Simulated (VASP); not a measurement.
# SrRhN2 (P4/mmm) in VASP: further runs

Runs on SrRhN2. Level: PBE. Tasks: single point, relaxation of cell and atoms.

Program: VASP 6.6.1. These are calculated values, not measurements. Logs are shortened: lines on timing, memory, paths and dates and some standing lists are left out, and cuts for length are marked.

### 1 The cell of the first run

It takes space group P4/mmm (No. 123, tetragonal). Conventional cell: a = 3.901 Å, b = 3.901 Å, c = 3.855 Å, α = 90.00°, β = 90.00°, γ = 90.00°. Sr (site symmetry 4/mmm) has 8 N at 2.74 Å and 8 Rh at 3.36 Å within 3.6 Å. Within 2.6 Å of Rh (site symmetry 4/mmm) lie 4 N at 1.95 Å. Within 2.6 Å of N (site symmetry mmm) lie 2 Rh at 1.95 Å.

### 2 Single point, PBE, collinear spin, ferromagnetic start

Input file INCAR:

```
PREC = Accurate ; ENCUT = 520
EDIFF = 1E-6 ; ISMEAR = 0
SIGMA = 0.1 ; LREAL = False
LASPH = True ; NELM = 150
ALGO = Normal ; ISIF = 2
LWAVE = False ; LCHARG = True
ISPIN = 2 ; MAGMOM = 0 1 0 0
LORBIT = 11 ; LMAXMIX = 4
GGA = PE ; LELF = True
LVHAR = True ; NBANDS = 30
```

Input file KPOINTS:

```
Automatic mesh
0
Gamma
  4 4 4
```

Input file POSCAR:

```
SrRhN2
1.0
    3.9009499508      0.0000000000      0.0000000000
    0.0000000000      3.9009499508      0.0000000000
    0.0000000000      0.0000000000      3.8545906340
Sr Rh N
1 1 2
Direct
    0.5000000000      0.5000000000      0.5000000000
    0.0000000000      0.0000000000      0.0000000000
    0.5000000000      0.0000000000      0.0000000000
    0.0000000000      0.5000000000      0.0000000000
```

Potentials or basis: VASP PAW PBE potentials, release 64 (Sr_sv, Rh_pv, N).

Launch:

```console
$ cat potpaw_PBE.64/Sr_sv/POTCAR potpaw_PBE.64/Rh_pv/POTCAR potpaw_PBE.64/N/POTCAR > POTCAR
$ mpirun -np 1 vasp_std > vasp.out
```

OUTCAR:

```text
PREC = Accurate
   ENCUT = 520
   EDIFF = 1E-6
   ISMEAR = 0
   LREAL = False
   LASPH = True
   NELM = 150
   ISIF = 2
   ISPIN = 2
   LORBIT = 11
   GGA = PE

 ion  position               nearest neighbor table
   1  0.500  0.500  0.500-   3 2.74   4 2.74   3 2.74   4 2.74   3 2.74   3 2.74   4 2.74   4 2.74
                             2 3.36   2 3.36   2 3.36   2 3.36   2 3.36   2 3.36   2 3.36   2 3.36
   2  0.000  0.000  0.000-   3 1.95   4 1.95   4 1.95   3 1.95   1 3.36   1 3.36   1 3.36   1 3.36
                             1 3.36   1 3.36   1 3.36   1 3.36
   3  0.500  0.000  0.000-   2 1.95   2 1.95   1 2.74   1 2.74   1 2.74   1 2.74
   4  0.000  0.500  0.000-   2 1.95   2 1.95   1 2.74   1 2.74   1 2.74   1 2.74

  LATTYP: Found a simple tetragonal cell.
 ALAT       =     3.9009499508
 C/A-ratio  =     0.9881158904

  Lattice vectors:

 A1 = (   3.9009499508,   0.0000000000,   0.0000000000)
 A2 = (   0.0000000000,   3.9009499508,   0.0000000000)
 A3 = (   0.0000000000,   0.0000000000,   3.8545906340)

Analysis of symmetry for initial positions (statically):
=====================================================================
 Subroutine PRICEL returns:
 Original cell was already a primitive cell.

 Routine SETGRP: Setting up the symmetry group for a
 simple tetragonal supercell.

 Subroutine GETGRP returns: Found 16 space group operations
 (whereof 16 operations were pure point group operations)
 out of a pool of 16 trial point group operations.

The static configuration has the point symmetry D_4h.

Analysis of symmetry for dynamics (positions and initial velocities):
=====================================================================
 Subroutine PRICEL returns:
 Original cell was already a primitive cell.

 Routine SETGRP: Setting up the symmetry group for a
 simple tetragonal supercell.

 Subroutine GETGRP returns: Found 16 space group operations
 (whereof 16 operations were pure point group operations)
 out of a pool of 16 trial point group operations.

The dynamic configuration has the point symmetry D_4h.

Analysis of structural, dynamic, and magnetic symmetry:
=====================================================================
 Subroutine PRICEL returns:
 Original cell was already a primitive cell.

 Routine SETGRP: Setting up the symmetry group for a
 simple tetragonal supercell.

 Subroutine GETGRP returns: Found 16 space group operations
 (whereof 16 operations were pure point group operations)
[... 126 lines left out ...]
   AEXX    =    0.0000 exact exchange contribution
   IVDW    =     0    specifies the selected vdW correction
   LEPSILON=     F    determine dielectric tensor
   LRPA    =     F    only Hartree local field effects (RPA)
 spin polarized calculation
 Gauss-broadening in eV      SIGMA  =   0.10
  energy-cutoff  :      520.00
  volume of cell :       58.66
 maximum number of plane-waves:      1598
 NGX is ok and might be reduce to    30
   NGX = 15   NGY = 15   NGZ = 15

 number of electron      35.0000006 magnetization       0.1915424

 Free energy of the ion-electron system (eV)
  ---------------------------------------------------
  ext. energy  EPLUGINS =         0.00000000
  ---------------------------------------------------
  free energy    TOTEN  =       -25.97931459 eV

  energy without entropy =      -25.95983751  energy(sigma->0) =      -25.96957605

 E-fermi :   5.3218     XC(G=0): -11.0620

 val. band max:        5.3117709580   @ k =   0.2500   0.2500   0.2500
 cond. band min:       5.3340246406   @ k =   0.2500   0.0000   0.2500
 fundamental gap:      0.0222536826
 Fermi energy:         5.3218185284

 spin component 1

 k-point     1 :       0.0000    0.0000    0.0000
  band No.  band energies     occupation
      1     -42.5433      1.00000
      2     -42.5433      1.00000
      3     -41.5858      1.00000
      4     -28.6620      1.00000
      5     -10.6930      1.00000
      6     -10.6930      1.00000
[... 565 lines left out ...]
     28      15.8926      0.00000
     29      17.1345      0.00000
 Fermi energy:         5.3218185284

 spin component 2

 k-point     1 :       0.0000    0.0000    0.0000
  band No.  band energies     occupation
      1     -42.4742      1.00000
      2     -42.4742      1.00000
      3     -41.5476      1.00000
      4     -28.6604      1.00000
      5     -10.6915      1.00000
      6     -10.6915      1.00000
[... 565 lines left out ...]
     28      15.9074      0.00000
     29      17.1317      0.00000
 [bands above 29 left out]

------------------------ aborting loop because EDIFF is reached ----------------------------------------

  FORCE on cell =-STRESS in cart. coord.  units (eV):
  Direction    XX          YY          ZZ          XY          YZ          ZX
  --------------------------------------------------------------------------------------
  -------------------------------------------------------------------------------------
  Total       -0.0169898     -0.0169898      0.1605008      0.0000000      0.0000000      0.0000000
  in kB       -0.4640672     -0.4640672      4.3839813      0.0000000      0.0000000      0.0000000
  external PRESSURE =       1.1519490 kB  Pullay stress =       0.0000000 kB

 VOLUME and BASIS-vectors are now :
 -----------------------------------------------------------------------------
  energy-cutoff  :      520.00
  volume of cell :       58.66
      direct lattice vectors                 reciprocal lattice vectors
     3.900949951  0.000000000  0.000000000     0.256347816  0.000000000  0.000000000
     0.000000000  3.900949951  0.000000000     0.000000000  0.256347816  0.000000000
     0.000000000  0.000000000  3.854590634     0.000000000  0.000000000  0.259430921

 POSITION                                       TOTAL-FORCE (eV/Angst)
 -----------------------------------------------------------------------------------
      1.95047      1.95047      1.92730         0.000000      0.000000      0.000000
      0.00000      0.00000      0.00000         0.000000      0.000000      0.000000
      1.95047      0.00000      0.00000         0.000000      0.000000      0.000000
      0.00000      1.95047      0.00000         0.000000      0.000000      0.000000
 -----------------------------------------------------------------------------------
    total drift:                                0.000000     -0.000000      0.000000

  FREE ENERGIE OF THE ION-ELECTRON SYSTEM (eV)
  ---------------------------------------------------
  free  energy   TOTEN  =       -25.9793145902 eV

  energy  without entropy=      -25.9598375073  energy(sigma->0) =      -25.96957605

 total charge

# of ion       s       p       d       tot
------------------------------------------
    1        2.006   5.796   0.254   8.056
    2        0.459   6.430   6.966  13.855
    3        1.269   2.358   0.000   3.628
    4        1.269   2.358   0.000   3.628
--------------------------------------------------
tot          5.004  16.943   7.220  29.167

 magnetization (x)

# of ion       s       p       d       tot
------------------------------------------
    1       -0.000   0.001   0.001   0.002
    2        0.000  -0.000   0.068   0.068
    3        0.001   0.042   0.000   0.043
    4        0.001   0.042   0.000   0.043
--------------------------------------------------
tot          0.003   0.085   0.069   0.157
```

It took 57 s on 1 thread of Intel Xeon Platinum 8488C (Sapphire Rapids), shared host; peak memory 0.22 GiB.

Results:

```
Free energy                                           : -25.9793 eV
Pressure                                              : 0.1 GPa
Net moment                                            : 0.19 μB per cell
Site moments                                          : Sr +0.00; Rh +0.07; N +0.04 μB
Valence electrons inside the program's atomic spheres : Sr 8.06; Rh 13.86; N 3.63
```

Stress tensor (GPa, compression positive):
```
-0.05  0.00  0.00
 0.00 -0.05  0.00
 0.00  0.00  0.44
```

Caveat: the k points lie up to 0.41 Å⁻¹ apart.

### 3 Single point, PBE, collinear spin, ferromagnetic start

This run uses another cell than the first one, of 15.49 Å³/atom.

Input file INCAR:

```
  ALGO = Normal
  EDIFF = 1E-6
  ENCUT = 520
  GGA = PE
  ISIF = 2
  ISMEAR = 0
  ISPIN = 2
  LASPH = True
  LCHARG = False
  LMAXMIX = 4
  LORBIT = 11
  LREAL = False
  LWAVE = False
  MAGMOM = 0 1 0 0
  NBANDS = 30
  NELM = 150
  PREC = Accurate
  SIGMA = 0.1
```

Input file KPOINTS:

```
k-points
0
Gamma
  4 4 4
```

Input file POSCAR:

```
SrRhN2
1.0
    4.0590000000      0.0000000000      0.0000000000
    0.0000000000      4.0590000000      0.0000000000
    0.0000000000      0.0000000000      3.7606540700
Sr Rh N
1 1 2
Direct
    0.5000000000      0.5000000000      0.5000000000
    0.0000000000      0.0000000000      0.0000000000
    0.5000000000      0.0000000000      0.0000000000
    0.0000000000      0.5000000000      0.0000000000
```

Potentials or basis: VASP PAW PBE potentials, release 64 (Sr_sv, Rh_pv, N).

Launch:

```console
$ cat potpaw_PBE.64/Sr_sv/POTCAR potpaw_PBE.64/Rh_pv/POTCAR potpaw_PBE.64/N/POTCAR > POTCAR
$ mpirun -np 1 vasp_std > vasp.out
```

OUTCAR:

```text
EDIFF = 1E-6
   ENCUT = 520
   GGA = PE
   ISIF = 2
   ISMEAR = 0
   ISPIN = 2
   LASPH = True
   LORBIT = 11
   LREAL = False
   NELM = 150
   PREC = Accurate

 ion  position               nearest neighbor table
   1  0.500  0.500  0.500-   3 2.77   4 2.77   3 2.77   4 2.77   3 2.77   3 2.77   4 2.77   4 2.77
                             2 3.43   2 3.43   2 3.43   2 3.43   2 3.43   2 3.43   2 3.43   2 3.43
   2  0.000  0.000  0.000-   3 2.03   4 2.03   4 2.03   3 2.03   1 3.43   1 3.43   1 3.43   1 3.43
                             1 3.43   1 3.43   1 3.43   1 3.43
   3  0.500  0.000  0.000-   2 2.03   2 2.03   1 2.77   1 2.77   1 2.77   1 2.77
   4  0.000  0.500  0.000-   2 2.03   2 2.03   1 2.77   1 2.77   1 2.77   1 2.77

  LATTYP: Found a simple tetragonal cell.
 ALAT       =     4.0590000000
 C/A-ratio  =     0.9264976768

  Lattice vectors:

 A1 = (   4.0590000000,   0.0000000000,   0.0000000000)
 A2 = (   0.0000000000,   4.0590000000,   0.0000000000)
 A3 = (   0.0000000000,   0.0000000000,   3.7606540700)

Analysis of symmetry for initial positions (statically):
=====================================================================
 Subroutine PRICEL returns:
 Original cell was already a primitive cell.

 Routine SETGRP: Setting up the symmetry group for a
 simple tetragonal supercell.

 Subroutine GETGRP returns: Found 16 space group operations
 (whereof 16 operations were pure point group operations)
 out of a pool of 16 trial point group operations.

The static configuration has the point symmetry D_4h.

Analysis of symmetry for dynamics (positions and initial velocities):
=====================================================================
 Subroutine PRICEL returns:
 Original cell was already a primitive cell.

 Routine SETGRP: Setting up the symmetry group for a
 simple tetragonal supercell.

 Subroutine GETGRP returns: Found 16 space group operations
 (whereof 16 operations were pure point group operations)
 out of a pool of 16 trial point group operations.

The dynamic configuration has the point symmetry D_4h.

Analysis of structural, dynamic, and magnetic symmetry:
=====================================================================
 Subroutine PRICEL returns:
 Original cell was already a primitive cell.

 Routine SETGRP: Setting up the symmetry group for a
 simple tetragonal supercell.

 Subroutine GETGRP returns: Found 16 space group operations
 (whereof 16 operations were pure point group operations)
 out of a pool of 16 trial point group operations.

The overall configuration has the point symmetry D_4h.

 Subroutine INISYM returns: Found 16 space group operations
 (whereof 16 operations are pure point group operations),
 and found     1 'primitive' translations

----------------------------------------------------------------------------------------

                                     Primitive cell

  volume of cell :      61.9586

  direct lattice vectors                    reciprocal lattice vectors
     4.059000000  0.000000000  0.000000000     0.246366100  0.000000000  0.000000000
     0.000000000  4.059000000  0.000000000     0.000000000  0.246366100  0.000000000
     0.000000000  0.000000000  3.760654070     0.000000000  0.000000000  0.265911190

  length of vectors
[... 78 lines left out ...]
   NELM   =    150;   NELMIN=  2; NELMDL= -5     # of ELM steps
   EDIFF  = 0.1E-05   stopping-criterion for ELM
   LREAL  =      F    real-space projection
   EDIFFG = 0.1E-04   stopping-criterion for IOM
   NSW    =      0    number of steps for IOM
   IBRION =     -1    ionic relax: 0-MD 1-quasi-New 2-CG
   NFREE  =      0    steps in history (QN), initial steepest desc. (CG)
   ISIF   =      2    stress and relaxation
   ISYM   =      2    0-nonsym 1-usesym 2-fastsym
   POTIM  = 0.5000    time-step for ionic-motion
   TEBEG  =    0.0;   TEEND  =   0.0 temperature during run
   PSTRESS=    0.0 pullay stress
   NELECT =      35.0000    total number of electrons
   NUPDOWN=      -1.0000    fix difference up-down
   EMIN   =  10.00;   EMAX   =-10.00  energy-range for DOS
   EFERMI =   0.00;   METHOD = LEGACY
   ISMEAR =     0;   SIGMA  =   0.10  broadening in eV -4-tet -1-fermi 0-gaus
   EFERMI_NEDOS =   21; number of points for ismear=-14 and -15
   IALGO  =     38    algorithm
   IMIX   =      4    mixing-type and parameters
     AMIX     =   0.40;   BMIX     =  1.00
     AMIX_MAG =   1.60;   BMIX_MAG =  1.00
  volume/ion in A,a.u.               =      15.49       104.53
  Fermi-wavevector in a.u.,A,eV,Ry     =   1.353309  2.557383 24.918331  1.831446
  Thomas-Fermi vector in A             =   2.480575
   LORBIT       =     11    0 simple, 1 ext, 2 COOP (PROOUT), +10 PAW based schemes
   GGA     = PE    functional components
   LHFCALC =     F    Hartree Fock is set to
   AEXX    =    0.0000 exact exchange contribution
   IVDW    =     0    specifies the selected vdW correction
   LEPSILON=     F    determine dielectric tensor
   LRPA    =     F    only Hartree local field effects (RPA)
 spin polarized calculation
 Gauss-broadening in eV      SIGMA  =   0.10
  energy-cutoff  :      520.00
  volume of cell :       61.96
 maximum number of plane-waves:      1688
   NGX = 15   NGY = 15   NGZ = 13

 number of electron      35.0000008 magnetization       0.0007311

 number of electron      35.0000008 magnetization      -0.0006863

 Free energy of the ion-electron system (eV)
  ---------------------------------------------------
  ext. energy  EPLUGINS =         0.00000000
  ---------------------------------------------------
  free energy    TOTEN  =       -25.74729735 eV

  energy without entropy =      -25.72697943  energy(sigma->0) =      -25.73713839

 E-fermi :   4.5872     XC(G=0): -10.8063

 val. band max:        4.5683268854   @ k =   0.0000   0.0000   0.5000
 cond. band min:       4.6314874673   @ k =   0.2500   0.0000   0.2500
 fundamental gap:      0.0631605818
 Fermi energy:         4.5872122621

 spin component 1

 k-point     1 :       0.0000    0.0000    0.0000
  band No.  band energies     occupation
      1     -42.7810      1.00000
      2     -42.7810      1.00000
      3     -41.9194      1.00000
      4     -29.2270      1.00000
      5     -11.2676      1.00000
      6     -11.2676      1.00000
[... 565 lines left out ...]
     28      15.3999      0.00000
     29      15.8593      0.00000
 Fermi energy:         4.5872122621

 spin component 2

 k-point     1 :       0.0000    0.0000    0.0000
  band No.  band energies     occupation
      1     -42.7813      1.00000
      2     -42.7813      1.00000
      3     -41.9195      1.00000
      4     -29.2270      1.00000
      5     -11.2676      1.00000
      6     -11.2676      1.00000
[... 565 lines left out ...]
     28      15.3999      0.00000
     29      15.8593      0.00000
 [bands above 29 left out]

------------------------ aborting loop because EDIFF is reached ----------------------------------------

  FORCE on cell =-STRESS in cart. coord.  units (eV):
  Direction    XX          YY          ZZ          XY          YZ          ZX
  --------------------------------------------------------------------------------------
  -------------------------------------------------------------------------------------
  Total       -5.5161297     -5.5161297     -0.1202659      0.0000000     -0.0000000      0.0000000
  in kB     -142.6407332   -142.6407332     -3.1099375      0.0000000     -0.0000000      0.0000000
  external PRESSURE =     -96.1304679 kB  Pullay stress =       0.0000000 kB

 VOLUME and BASIS-vectors are now :
 -----------------------------------------------------------------------------
  energy-cutoff  :      520.00
  volume of cell :       61.96
      direct lattice vectors                 reciprocal lattice vectors
     4.059000000  0.000000000  0.000000000     0.246366100  0.000000000  0.000000000
     0.000000000  4.059000000  0.000000000     0.000000000  0.246366100  0.000000000
     0.000000000  0.000000000  3.760654070     0.000000000  0.000000000  0.265911190

 POSITION                                       TOTAL-FORCE (eV/Angst)
 -----------------------------------------------------------------------------------
      2.02950      2.02950      1.88033         0.000000      0.000000      0.000000
      0.00000      0.00000      0.00000         0.000000      0.000000      0.000000
      2.02950      0.00000      0.00000         0.000000      0.000000      0.000000
      0.00000      2.02950      0.00000         0.000000      0.000000      0.000000
 -----------------------------------------------------------------------------------
    total drift:                                0.000000     -0.000000      0.000000

  FREE ENERGIE OF THE ION-ELECTRON SYSTEM (eV)
  ---------------------------------------------------
  free  energy   TOTEN  =       -25.7472973491 eV

  energy  without entropy=      -25.7269794315  energy(sigma->0) =      -25.73713839

 total charge

# of ion       s       p       d       tot
------------------------------------------
    1        2.005   5.788   0.235   8.029
    2        0.399   6.336   6.927  13.662
    3        1.271   2.299   0.000   3.570
    4        1.271   2.299   0.000   3.570
--------------------------------------------------
tot          4.947  16.722   7.162  28.831

 magnetization (x)

# of ion       s       p       d       tot
------------------------------------------
    1       -0.000  -0.000  -0.000  -0.000
    2        0.000  -0.000  -0.000  -0.000
    3       -0.000  -0.000   0.000  -0.000
    4       -0.000  -0.000   0.000  -0.000
--------------------------------------------------
tot         -0.000  -0.000  -0.000  -0.001
```

Wall time 70 s (1 thread of Intel Xeon Platinum 8488C (Sapphire Rapids), shared host); peak memory 0.21 GiB.

What came out:

* Free energy: -25.7473 eV
* Pressure: -9.6 GPa
* Net moment: 0.00 μB per cell
* Valence electrons inside the program's atomic spheres: Sr 8.03; Rh 13.66; N 3.57

Caveat: the k points lie up to 0.42 Å⁻¹ apart.

[end of part 1 of 2]
